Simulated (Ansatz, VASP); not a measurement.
Pt3Se: VASP beside Ansatz

The input INCAR:

```
  PREC = Accurate
  ENCUT = 600
  EDIFF = 1E-6
  ISMEAR = 0
  SIGMA = 0.1
  LREAL = False
  LASPH = True
  NELM = 100
  ALGO = Normal
  ISIF = 3
  LWAVE = False
  LCHARG = False
  GGA = PE
  IBRION = 2
  NSW = 100
  EDIFFG = -0.01
```

KPOINTS

```
regular mesh
0
Gamma
  12 12 12
```

POSCAR

```
Pt3Se
1.0
    4.0334119470      0.0000000000      0.0000000000
    0.0000000000      4.0334119470      0.0000000000
    0.0000000000      0.0000000000      4.0334119470
Pt Se
3 1
Direct
    0.0000000000      0.5000000000      0.5000000000
    0.5000000000      0.0000000000      0.5000000000
    0.5000000000      0.5000000000      0.0000000000
    0.0000000000      0.0000000000      0.0000000000
```

Input for Ansatz:

```yaml
crystal:
  lattice:
    - [4.033411947, 0.0, 0.0]
    - [0.0, 4.033411947, 0.0]
    - [0.0, 0.0, 4.033411947]
  atoms:
    - { symbol: Pt, position: [0.0, 0.5, 0.5] }
    - { symbol: Pt, position: [0.5, 0.0, 0.5] }
    - { symbol: Pt, position: [0.5, 0.5, 0.0] }
    - { symbol: Se, position: [0.0, 0.0, 0.0] }
basis:
  ecutwfc: 420
kpoints:
  mp_grid: { grid: [12, 12, 12] }
hamiltonian:
  xc: pbe
scf:
  occupations: { method: gaussian, width: 0.1 }
output:
  forces: true
  stress: true
  eigenvalues: true
relax:
  adjacent_minimum: "off"
  f_tol: 0.01
  max_steps: 80
  cell: { stress_tol: 0.05 }
```

Alike in both runs: task relaxation of cell and atoms; functional PBE; k mesh 12 × 12 × 12; occupations gaussian, width 0.1 eV; no spin polarisation.

|  | VASP | Ansatz |
| --- | --- | --- |
| version | VASP 6.6.1 | Ansatz 0.2.0 |
| potentials or method | VASP PAW PBE potentials, release 64 (Pt, Se), cutoff 600 eV | scalar-relativistic, plane waves, PAW |
| valence electrons in the cell | 36 | 70 |

|  | VASP | Ansatz | Ansatz less VASP |
| --- | --- | --- | --- |
| gap on the k mesh at the Fermi level, each at its own relaxed structure (eV) | none | none | - |
| relaxed volume (Å³/atom) | 16.43 | 16.45 | +0.018 |
| relaxed cell length with the largest relative difference (Å) | 4.036 | 4.037 | +0.0015 |

A gap of «none» marks a metal or a gap that the smearing closes. VASP's potentials hold 36 valence electrons a cell and Ansatz's 70, so a difference there can come from the potentials and not from the codes.

Neither program's run includes spin-orbit coupling.
